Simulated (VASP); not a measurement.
# TiTe2 in VASP: a series of runs, part 2 of 2

VASP 6.6.1. The steps go on from the part before.

### Step 4. Electric field gradients, PBEsol (equal xy, yz and zx shear strains of +2 %)

Contents of INCAR:

```
PREC = Accurate ; ENCUT = 520
EDIFF = 1E-8 ; ISMEAR = -1
SIGMA = 0.03 ; LREAL = F
LASPH = T ; NELM = 60
ALGO = Normal ; ISIF = 2
LWAVE = F ; LCHARG = F
GGA = PS ; LEFG = T
NBANDS = 19
```

Contents of KPOINTS:

```
Automatic mesh
0
Gamma
  13 13 7
```

Contents of POSCAR:

```
TiTe2
1.0
    3.7770008876      0.0377700089      0.0377700089
   -1.8557906566      3.2520937144      0.0138247828
    0.0649800000      0.0649800000      6.4980000000
Ti Te
1 2
Direct
    0.0000000000      0.0000000000      0.0000000000
    0.6666666667      0.3333333333      0.2628000000
    0.3333333333      0.6666666667      0.7372000000
```

Potentials or basis: VASP PAW PBE potentials, release 64 (Ti_sv, Te).

Run with:

```
> cat potpaw_PBE.64/Ti_sv/POTCAR potpaw_PBE.64/Te/POTCAR > POTCAR
> mpirun -np 1 vasp_std > vasp.out
```

OUTCAR:

```text
PREC = Accurate
   ENCUT = 520
   EDIFF = 1E-8
   ISMEAR = -1
   LREAL = F
   LASPH = T
   NELM = 60
   ISIF = 2
   GGA = PS

 ion  position               nearest neighbor table
   1  0.000  0.000  0.000-   3 2.74   2 2.74   3 2.75   2 2.75   2 2.82   3 2.82
   2  0.667  0.333  0.263-   1 2.74   1 2.75   1 2.82
   3  0.333  0.667  0.737-   1 2.74   1 2.75   1 2.82

  LATTYP: Found a triclinic cell.
 ALAT       =     3.8101068347
 B/A-ratio  =     2.3958619261
 C/A-ratio  =     0.9914101448
 COS(alpha) =     0.0000967801
 COS(beta)  =     0.5129592076
 COS(gamma) =     0.6031344246

  Lattice vectors:

 A1 = (  -1.9212102310,  -3.2898637233,  -0.0515947917)
 A2 = (  -0.0004395744,  -6.4769774377,   6.4325804255)
 A3 = (  -3.7770008876,  -0.0377700089,  -0.0377700089)

Analysis of symmetry for initial positions (statically):
=====================================================================
 Subroutine PRICEL returns:
 Original cell was already a primitive cell.

 Routine SETGRP: Setting up the symmetry group for a
 triclinic supercell.

 Subroutine GETGRP returns: Found  2 space group operations
 (whereof  2 operations were pure point group operations)
 out of a pool of  2 trial point group operations.

The static configuration has the point symmetry S_2 .

Analysis of symmetry for dynamics (positions and initial velocities):
=====================================================================
 Subroutine PRICEL returns:
 Original cell was already a primitive cell.

 Routine SETGRP: Setting up the symmetry group for a
 triclinic supercell.

 Subroutine GETGRP returns: Found  2 space group operations
 (whereof  2 operations were pure point group operations)
 out of a pool of  2 trial point group operations.

The dynamic configuration has the point symmetry S_2 .

 Subroutine INISYM returns: Found  2 space group operations
 (whereof  2 operations are pure point group operations),
 and found     1 'primitive' translations

----------------------------------------------------------------------------------------

                                     Primitive cell

  volume of cell :      80.2555

  direct lattice vectors                    reciprocal lattice vectors
     3.777000888  0.037770009  0.037770009     0.263299008  0.150267814 -0.004135668
    -1.855790657  3.252093714  0.013824783    -0.003027519  0.305779446 -0.003027519
     0.064980000  0.064980000  6.498000000    -0.001524000 -0.001524000  0.153923986

  length of vectors
     3.777378569  3.744364247  6.498649768     0.303189524  0.305809420  0.153939074

  position of ions in fractional coordinates (direct lattice)
     0.000000000  0.000000000  0.000000000
     0.666666667  0.333333333  0.262800000
     0.333333333  0.666666667  0.737200000

  ion indices of the primitive-cell ions
   primitive index   ion index
                 1           1
                 2           2
                 3           3

[... 78 lines left out ...]
   ISYM   =      2    0-nonsym 1-usesym 2-fastsym
   POTIM  = 0.5000    time-step for ionic-motion
   TEBEG  =    0.0;   TEEND  =   0.0 temperature during run
   PSTRESS=    0.0 pullay stress
   NELECT =      24.0000    total number of electrons
   NUPDOWN=      -1.0000    fix difference up-down
   EMIN   =  10.00;   EMAX   =-10.00  energy-range for DOS
   EFERMI =   0.00;   METHOD = LEGACY
   ISMEAR =    -1;   SIGMA  =   0.03  broadening in eV -4-tet -1-fermi 0-gaus
   EFERMI_NEDOS =   21; number of points for ismear=-14 and -15
   IALGO  =     38    algorithm
   IMIX   =      4    mixing-type and parameters
     AMIX     =   0.40;   BMIX     =  1.00
     AMIX_MAG =   1.60;   BMIX_MAG =  1.00
  volume/ion in A,a.u.               =      26.75       180.53
  Fermi-wavevector in a.u.,A,eV,Ry     =   1.094763  2.068803 16.306673  1.198507
  Thomas-Fermi vector in A             =   2.231074
   LORBIT       =      0    0 simple, 1 ext, 2 COOP (PROOUT), +10 PAW based schemes
   GGA     = PS    functional components
   LHFCALC =     F    Hartree Fock is set to
   AEXX    =    0.0000 exact exchange contribution
   IVDW    =     0    specifies the selected vdW correction
   LEPSILON=     F    determine dielectric tensor
   LRPA    =     F    only Hartree local field effects (RPA)
 non-spin polarized calculation
  energy-cutoff  :      520.00
  volume of cell :       80.26
 maximum number of plane-waves:      2179
   NGX = 15   NGY = 13   NGZ = 25

 number of electron      23.9999999 magnetization

 Free energy of the ion-electron system (eV)
  ---------------------------------------------------
  ext. energy  EPLUGINS =         0.00000000
  ---------------------------------------------------
  free energy    TOTEN  =       -17.49670817 eV

  energy without entropy =      -17.49260421  energy(sigma->0) =      -17.49465619

 E-fermi :   6.7042     XC(G=0): -10.0052

 val. band max:        6.7019456401   @ k =  -0.0769   0.0000   0.1429
 cond. band min:       6.7045962138   @ k =   0.0000  -0.3077   0.4286
 fundamental gap:      0.0026505737
 Fermi energy:         6.7042329699

 k-point     1 :       0.0000    0.0000    0.0000
  band No.  band energies     occupation
      1     -50.5536      2.00000
      2     -26.9257      2.00000
      3     -26.9042      2.00000
      4     -26.8677      2.00000
      5      -5.7360      2.00000
      6      -4.2235      2.00000
[... 505 lines left out ...]
      6      -3.7692      2.00000
[... 11 lines left out ...]
     18      12.2314      0.00000
     19      13.6315      0.00000

 [... further k-points ...]

------------------------ aborting loop because EDIFF is reached ----------------------------------------

  FORCE on cell =-STRESS in cart. coord.  units (eV):
  Direction    XX          YY          ZZ          XY          YZ          ZX
  --------------------------------------------------------------------------------------
  -------------------------------------------------------------------------------------
  Total       -1.3924549     -1.0619336     -0.6819002     -0.4811053     -0.5314614     -0.6811190
  in kB      -27.7981984    -21.1998532    -13.6130780     -9.6045201    -10.6098007    -13.5974829
  external PRESSURE =     -20.8703765 kB  Pullay stress =       0.0000000 kB

 VOLUME and BASIS-vectors are now :
 -----------------------------------------------------------------------------
  energy-cutoff  :      520.00
  volume of cell :       80.26
      direct lattice vectors                 reciprocal lattice vectors
     3.777000888  0.037770009  0.037770009     0.263299008  0.150267814 -0.004135668
    -1.855790657  3.252093714  0.013824783    -0.003027519  0.305779446 -0.003027519
     0.064980000  0.064980000  6.498000000    -0.001524000 -0.001524000  0.153923986

 POSITION                                       TOTAL-FORCE (eV/Angst)
 -----------------------------------------------------------------------------------
      0.00000      0.00000      0.00000        -0.000000     -0.000000     -0.000000
      1.91648      1.12629      1.73746        -0.158884     -0.124420     -0.070689
      0.06971      2.22856      4.81213         0.158884      0.124420      0.070689
 -----------------------------------------------------------------------------------
    total drift:                                0.000000     -0.000000     -0.000000

  FREE ENERGIE OF THE ION-ELECTRON SYSTEM (eV)
  ---------------------------------------------------
  free  energy   TOTEN  =       -17.4967081740 eV

  energy  without entropy=      -17.4926042073  energy(sigma->0) =      -17.49465619

 Electric field gradients (V/A^2)
---------------------------------------------------------------------
 ion       V_xx      V_yy      V_zz      V_xy      V_xz      V_yz
---------------------------------------------------------------------
   1      17.258    10.341   -27.599     5.769    10.410     5.388
   2      39.539    20.138   -59.677    10.615    23.050    13.278
   3      39.539    20.138   -59.677    10.615    23.050    13.278
---------------------------------------------------------------------

 Electric field gradients after diagonalization (V/A^2)
 (convention: |V_zz| > |V_xx| > |V_yy|)
----------------------------------------------------------------------
 ion       V_xx      V_yy      V_zz     asymmetry (V_yy - V_xx)/ V_zz
----------------------------------------------------------------------
   1      23.225     7.078   -30.303       0.533
   2      50.576    15.540   -66.116       0.530
   3      50.576    15.540   -66.116       0.530
----------------------------------------------------------------------

           NMR quadrupolar parameters

 Cq : quadrupolar parameter    Cq=e*Q*V_zz/h
 eta: asymmetry parameters     (V_yy - V_xx)/ V_zz
 Q  : nuclear electric quadrupole moment in mb (millibarn)
----------------------------------------------------------------------
 ion       Cq(MHz)       eta       Q (mb)
----------------------------------------------------------------------
   1      -0.073       0.533       1.000
   2      -0.160       0.530       1.000
   3      -0.160       0.530       1.000
----------------------------------------------------------------------
```

OSZICAR:

```text
N       E                     dE             d eps       ncg     rms          rms(c)
DAV:   1     0.177448666566E+03    0.17745E+03   -0.10753E+04 22496   0.117E+03
DAV:   2    -0.335615619087E+01   -0.18080E+03   -0.17591E+03 23578   0.298E+02
DAV:   3    -0.193119893307E+02   -0.15956E+02   -0.15582E+02 34139   0.828E+01
DAV:   4    -0.198805993025E+02   -0.56861E+00   -0.56597E+00 29739   0.145E+01
DAV:   5    -0.199005991133E+02   -0.20000E-01   -0.19990E-01 32343   0.264E+00    0.123E+01
DAV:   6    -0.198938424716E+02    0.67566E-02   -0.38357E+01 24880   0.384E+01    0.142E+01
DAV:   7    -0.177876922923E+02    0.21062E+01   -0.32016E+01 28401   0.324E+01    0.544E+00
DAV:   8    -0.175005242772E+02    0.28717E+00   -0.15962E+00 26650   0.858E+00    0.177E+00
DAV:   9    -0.175216479047E+02   -0.21124E-01   -0.27827E-01 30874   0.322E+00    0.168E+00
DAV:  10    -0.175020352054E+02    0.19613E-01   -0.33780E-01 26990   0.387E+00    0.878E-01
DAV:  11    -0.174967989901E+02    0.52362E-02   -0.40416E-02 26100   0.139E+00    0.364E-01
DAV:  12    -0.174969759073E+02   -0.17692E-03   -0.35787E-03 26975   0.407E-01    0.269E-01
DAV:  13    -0.174967180319E+02    0.25788E-03   -0.94245E-04 27157   0.212E-01    0.590E-02
DAV:  14    -0.174967207829E+02   -0.27510E-05   -0.24337E-05 26007   0.373E-02    0.456E-02
DAV:  15    -0.174967142288E+02    0.65541E-05   -0.71191E-06 29092   0.203E-02    0.304E-02
DAV:  16    -0.174967080179E+02    0.62109E-05   -0.29271E-05 29425   0.332E-02    0.269E-03
DAV:  17    -0.174967081696E+02   -0.15170E-06   -0.64613E-07 25688   0.531E-03    0.252E-03
DAV:  18    -0.174967081740E+02   -0.43692E-08   -0.38211E-08 23316   0.140E-03
   1 F= -.17496708E+02 E0= -.17494656E+02  d E =-.410397E-02
```

It took 27 min on 1 thread of Oxide Virtual Turin-like, shared host; peak memory 0.85 GiB.

Results:

| Item | Value |
| --- | --- |
| Free energy | -17.4967 eV |
| Pressure | -2.1 GPa |
| Largest force | 0.214 eV/Å |
| Band gap on the k mesh | zero (bands 12 and 13 overlap by 0.71 eV) |
| Largest electric field gradient by atom | Ti -30.3; Te -66.1 V/Å² |

Forces in eV/Å, atoms in the order of the input:
```
Ti   0.000  0.000  0.000
Te  -0.159 -0.124 -0.071
Te   0.159  0.124  0.071
```

Levels at points of the mesh, in eV from the Fermi level:
```csv
k point,band 10,band 11,band 12,band 13,band 14,band 15
"(0.00, 0.00, 0.00)",0.29,0.36,0.40,0.58,1.00,1.13
```

Electric field gradients, principal values (V/Å²):
```csv
atom,least,middle,greatest (by size)
1 Ti,7.078,23.225,-30.303
2 Te,15.540,50.576,-66.116
3 Te,15.540,50.576,-66.116
```

Caveat: the cell differs from its parent crystal (equal xy, yz and zx shear strains of +2 %); without QUAD_EFG the Cq values of the log hold for a quadrupole moment of 1 mb, not for the nuclei; the PAW data sets were made with another functional, which shifts forces and pressure a little; spin-orbit coupling is left out, which moves the levels of the heavy elements.

### Step 5. Summary

```csv
task,cell,k mesh for the DOS,occupations for the DOS,gap on the mesh (eV),pressure (GPa),largest force (eV/Å)
electric field gradients,"a = 3.777, b = 3.777, c = 6.498 Å, angles 90.0, 90.0, 120.0°, 3 atoms",-,-,none,-2.2,0.09
single point,"a = 3.777, b = 3.777, c = 6.498 Å, angles 90.0, 90.0, 120.0°, 3 atoms",20 × 20 × 11,tetrahedron,-,-,-
electric field gradients,"a = 3.777, b = 3.744, c = 6.499 Å, angles 89.6, 88.8, 119.1°, 3 atoms",-,-,none,-2.1,0.21
```

Alike in all rows: level PBEsol; potentials or basis VASP PAW PBE potentials, release 64 (Ti_sv, Te); no spin polarisation; k mesh 13 × 13 × 7; cutoff (eV) 520; smearing fermi-dirac 0.03 eV.

Caveats: the PAW data sets were made with another functional, which shifts forces and pressure a little; spin-orbit coupling is left out, which moves the levels of the heavy elements; this functional lacks dispersion, which binds the layers, so the pressure and a relaxed spacing across them are unreliable (at least some runs).

Total energies depend on the potentials used, so only differences within one code and one set of settings carry meaning.
